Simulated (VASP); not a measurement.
# Al2Cu (I4/mcm) in VASP: notebook

Al2Cu is run at these levels: PBEsol; tasks: single point.

Program: VASP 6.6.1. These are calculated values, not measurements. Logs are shortened: lines on timing, memory, paths and dates and some standing lists are left out, and cuts for length are marked.

### Step 1. The cell of the first run

It takes space group I4/mcm (No. 140, tetragonal). The conventional cell has a = 5.818 Å, b = 5.818 Å, c = 4.683 Å, α = 90.00°, β = 90.00°, γ = 90.00°. Within 3.3 Å of Al (site symmetry m2m) lie 4 Cu at 2.48 Å and 11 Al at 2.61 to 3.10 Å. Within 3.1 Å of Cu (site symmetry 422) lie 2 Cu at 2.34 Å and 8 Al at 2.48 Å.

### Step 2. Single point, PBEsol

Input file INCAR:

```
SYSTEM = Al2Cu
PREC = Accurate
ENCUT = 520
EDIFF = 1E-6
ISMEAR = 0
SIGMA = 0.1
LREAL = .False.
LASPH = .True.
NELM = 80
ALGO = Fast
ISIF = 2
LWAVE = .False.
LCHARG = .True.
GGA = PS
LELF = .True.
LVHAR = .True.
NBANDS = 26
```

Input file KPOINTS:

```
regular mesh
0
Gamma
  10 10 10
  0 0 0
```

Input file POSCAR:

```
Al2Cu
1.0
   -2.9090353801      2.9090353801      2.3414340480
    2.9090353801     -2.9090353801      2.3414340480
    2.9090353801      2.9090353801     -2.3414340480
Al Cu
4 2
Direct
    0.8416168957      0.6583831043      0.5000000000
    0.6583831043      0.1583831043      0.8167662086
    0.3416168957      0.8416168957      0.1832337914
    0.1583831043      0.3416168957      0.5000000000
    0.2500000000      0.2500000000      0.0000000000
    0.7500000000      0.7500000000      0.0000000000
```

Potentials or basis: VASP PAW PBE potentials, release 64 (Al, Cu).

Started as:

```sh
> cat potpaw_PBE.64/Al/POTCAR potpaw_PBE.64/Cu/POTCAR > POTCAR
> mpirun -np 1 vasp_std > vasp.out
```

OUTCAR:

```text
SYSTEM = Al2Cu
   PREC = Accurate
   ENCUT = 520
   EDIFF = 1E-6
   ISMEAR = 0
   LREAL = .False.
   LASPH = .True.
   NELM = 80
   ISIF = 2
   GGA = PS

 ion  position               nearest neighbor table
   1  0.842  0.658  0.500-   5 2.48   5 2.48   6 2.48   6 2.48   4 2.61   4 2.78   4 2.78   2 2.98
                             3 2.98   2 2.98   3 2.98   3 3.10   2 3.10   3 3.10   2 3.10
   2  0.658  0.158  0.817-   5 2.48   6 2.48   5 2.48   6 2.48   3 2.61   3 2.78   3 2.78   4 2.98
                             1 2.98   1 2.98   4 2.98   1 3.10   4 3.10   1 3.10   4 3.10
   3  0.342  0.842  0.183-   5 2.48   6 2.48   5 2.48   6 2.48   2 2.61   2 2.78   2 2.78   4 2.98
                             1 2.98   1 2.98   4 2.98   1 3.10   4 3.10   1 3.10   4 3.10
   4  0.158  0.342  0.500-   6 2.48   6 2.48   5 2.48   5 2.48   1 2.61   1 2.78   1 2.78   2 2.98
                             3 2.98   2 2.98   3 2.98   3 3.10   2 3.10   2 3.10   3 3.10
   5  0.250  0.250  0.000-   6 2.34   6 2.34   1 2.48   1 2.48   4 2.48   3 2.48   4 2.48   2 2.48
                             2 2.48   3 2.48
   6  0.750  0.750  0.000-   5 2.34   5 2.34   4 2.48   4 2.48   3 2.48   3 2.48   1 2.48   2 2.48
                             1 2.48   2 2.48

  LATTYP: Found a body centered tetragonal cell.
 ALAT       =     5.8180707602
 C/A-ratio  =     0.8048833177

  Lattice vectors:

 A1 = (  -2.9090353801,   2.9090353801,   2.3414340480)
 A2 = (   2.9090353801,  -2.9090353801,   2.3414340480)
 A3 = (   2.9090353801,   2.9090353801,  -2.3414340480)

Analysis of symmetry for initial positions (statically):
=====================================================================
 Subroutine PRICEL returns:
 Original cell was already a primitive cell.

 Routine SETGRP: Setting up the symmetry group for a
 body centered tetragonal supercell.

 Subroutine GETGRP returns: Found 16 space group operations
 (whereof  8 operations were pure point group operations)
 out of a pool of 16 trial point group operations.

The static configuration has the point symmetry C_4h.
 The point group associated with its full space group is D_4h.

Analysis of symmetry for dynamics (positions and initial velocities):
=====================================================================
 Subroutine PRICEL returns:
 Original cell was already a primitive cell.

 Routine SETGRP: Setting up the symmetry group for a
 body centered tetragonal supercell.

 Subroutine GETGRP returns: Found 16 space group operations
 (whereof  8 operations were pure point group operations)
 out of a pool of 16 trial point group operations.

The dynamic configuration has the point symmetry C_4h.
[... 114 lines left out ...]
   ISIF   =      2    stress and relaxation
   ISYM   =      2    0-nonsym 1-usesym 2-fastsym
   POTIM  = 0.5000    time-step for ionic-motion
   TEBEG  =    0.0;   TEEND  =   0.0 temperature during run
   PSTRESS=    0.0 pullay stress
   NELECT =      34.0000    total number of electrons
   NUPDOWN=      -1.0000    fix difference up-down
   EMIN   =  10.00;   EMAX   =-10.00  energy-range for DOS
   EFERMI =   0.00;   METHOD = LEGACY
   ISMEAR =     0;   SIGMA  =   0.10  broadening in eV -4-tet -1-fermi 0-gaus
   EFERMI_NEDOS =   21; number of points for ismear=-14 and -15
   IALGO  =     68    algorithm
   IMIX   =      4    mixing-type and parameters
     AMIX     =   0.40;   BMIX     =  1.00
     AMIX_MAG =   1.60;   BMIX_MAG =  1.00
  volume/ion in A,a.u.               =      13.21        89.14
  Fermi-wavevector in a.u.,A,eV,Ry     =   1.234680  2.333207 20.741201  1.524435
  Thomas-Fermi vector in A             =   2.369360
   LORBIT       =      0    0 simple, 1 ext, 2 COOP (PROOUT), +10 PAW based schemes
   GGA     = PS    functional components
   LHFCALC =     F    Hartree Fock is set to
   AEXX    =    0.0000 exact exchange contribution
   IVDW    =     0    specifies the selected vdW correction
   LEPSILON=     F    determine dielectric tensor
   LRPA    =     F    only Hartree local field effects (RPA)
 non-spin polarized calculation
 RMM-DIIS sequential band-by-band and
 Gauss-broadening in eV      SIGMA  =   0.10
  energy-cutoff  :      520.00
  volume of cell :       79.26
 maximum number of plane-waves:      2149
   NGX = 17   NGY = 17   NGZ = 17

 number of electron      33.9999988 magnetization

 Free energy of the ion-electron system (eV)
  ---------------------------------------------------
  ext. energy  EPLUGINS =         0.00000000
  ---------------------------------------------------
  free energy    TOTEN  =       -25.74869800 eV

  energy without entropy =      -25.73965119  energy(sigma->0) =      -25.74417459

 E-fermi :   9.2958     XC(G=0): -11.4692

 val. band max:        9.2906908019   @ k =   0.3000   0.2000   0.2000
 cond. band min:       9.2974581794   @ k =  -0.1000   0.3000   0.1000
 fundamental gap:      0.0067673774
 Fermi energy:         9.2957817401

 k-point     1 :       0.0000    0.0000    0.0000
  band No.  band energies     occupation
      1      -2.3534      2.00000
      2       3.3797      2.00000
      3       3.5344      2.00000
      4       3.5344      2.00000
      5       3.5347      2.00000
      6       4.5756      2.00000
[... 685 lines left out ...]
     25      16.8399      0.00000
     26      16.9036      0.00000

 [... further k-points ...]

------------------------ aborting loop because EDIFF is reached ----------------------------------------

  FORCE on cell =-STRESS in cart. coord.  units (eV):
  Direction    XX          YY          ZZ          XY          YZ          ZX
  --------------------------------------------------------------------------------------
  -------------------------------------------------------------------------------------
  Total        5.9741150      5.9741150      5.9739697      0.0000000      0.0000000      0.0000000
  in kB      120.7658762    120.7658762    120.7629384      0.0000000      0.0000000      0.0000000
  external PRESSURE =     120.7648969 kB  Pullay stress =       0.0000000 kB

 VOLUME and BASIS-vectors are now :
 -----------------------------------------------------------------------------
  energy-cutoff  :      520.00
  volume of cell :       79.26
      direct lattice vectors                 reciprocal lattice vectors
    -2.909035380  2.909035380  2.341434048     0.000000000  0.171878281  0.213544345
     2.909035380 -2.909035380  2.341434048     0.171878281  0.000000000  0.213544345
     2.909035380  2.909035380 -2.341434048     0.171878281  0.171878281  0.000000000

 POSITION                                       TOTAL-FORCE (eV/Angst)
 -----------------------------------------------------------------------------------
      0.92148      1.98755      2.34143        -0.001465      0.001465      0.000000
      0.92148      3.83052     -0.00000        -0.001465     -0.001465      0.000000
      1.98755     -0.92148      2.34143         0.001465      0.001465     -0.000000
      1.98755      0.92148      0.00000         0.001465     -0.001465      0.000000
      0.00000      0.00000      1.17072        -0.000000      0.000000      0.000000
      0.00000      0.00000      3.51215         0.000000      0.000000      0.000000
 -----------------------------------------------------------------------------------
    total drift:                                0.000000      0.000000      0.000000

  FREE ENERGIE OF THE ION-ELECTRON SYSTEM (eV)
  ---------------------------------------------------
  free  energy   TOTEN  =       -25.7486979971 eV

  energy  without entropy=      -25.7396511883  energy(sigma->0) =      -25.74417459
```

OSZICAR:

```text
N       E                     dE             d eps       ncg     rms          rms(c)
DAV:   1     0.189607622175E+03    0.18961E+03   -0.13837E+04  5336   0.152E+03
DAV:   2    -0.183482665204E+02   -0.20796E+03   -0.19535E+03  5328   0.297E+02
DAV:   3    -0.311313583576E+02   -0.12783E+02   -0.12033E+02  6780   0.926E+01
DAV:   4    -0.315071453798E+02   -0.37579E+00   -0.37404E+00  8132   0.143E+01
DAV:   5    -0.315112521766E+02   -0.41068E-02   -0.41062E-02  7932   0.154E+00    0.234E+01
RMM:   6    -0.367721593302E+02   -0.52609E+01   -0.11416E+02  6490   0.144E+02    0.197E+01
RMM:   7    -0.260147767970E+02    0.10757E+02   -0.34263E+01  5726   0.813E+01    0.298E+00
RMM:   8    -0.258108413099E+02    0.20394E+00   -0.20412E+00  5921   0.201E+01    0.123E+00
RMM:   9    -0.257561532365E+02    0.54688E-01   -0.41637E-01  6095   0.283E+00    0.671E-01
RMM:  10    -0.257519883821E+02    0.41649E-02   -0.66907E-02  6581   0.338E+00    0.345E-01
RMM:  11    -0.257487378248E+02    0.32506E-02   -0.10320E-02  7041   0.881E-01    0.165E-01
RMM:  12    -0.257486812784E+02    0.56546E-04   -0.29322E-03  6909   0.541E-01    0.781E-02
RMM:  13    -0.257486998950E+02   -0.18617E-04   -0.13879E-03  7373   0.311E-01    0.225E-02
RMM:  14    -0.257487120743E+02   -0.12179E-04   -0.22290E-04  6707   0.176E-01    0.474E-02
RMM:  15    -0.257486948218E+02    0.17253E-04   -0.12784E-04  7238   0.103E-01    0.141E-02
RMM:  16    -0.257486974170E+02   -0.25952E-05   -0.38425E-05  7159   0.398E-02    0.181E-02
RMM:  17    -0.257486979971E+02   -0.58006E-06   -0.59703E-06  5738   0.207E-02
   1 F= -.25748698E+02 E0= -.25744175E+02  d E =-.904681E-02
```

Run time: 2.1 min. Hardware: 1 thread of Intel Xeon Platinum 8559C (Emerald Rapids), shared host; peak memory 0.32 GiB.

Results:

| Property | Result |
| --- | --- |
| Free energy | -25.7487 eV |
| Pressure | 12.1 GPa |
| Band gap on the k mesh | zero (bands 17 and 18 overlap by 4.70 eV) |

Forces on the atoms (eV/Å):
```
Al  -0.001  0.001  0.000
Al  -0.001 -0.001  0.000
Al   0.001  0.001  0.000
Al   0.001 -0.001  0.000
Cu   0.000  0.000  0.000
Cu   0.000  0.000  0.000
```

Caveat: the cell stands under pressure; the PAW data sets were made with another functional, which shifts forces and pressure a little.

(Part 1 of 3 ends here.)
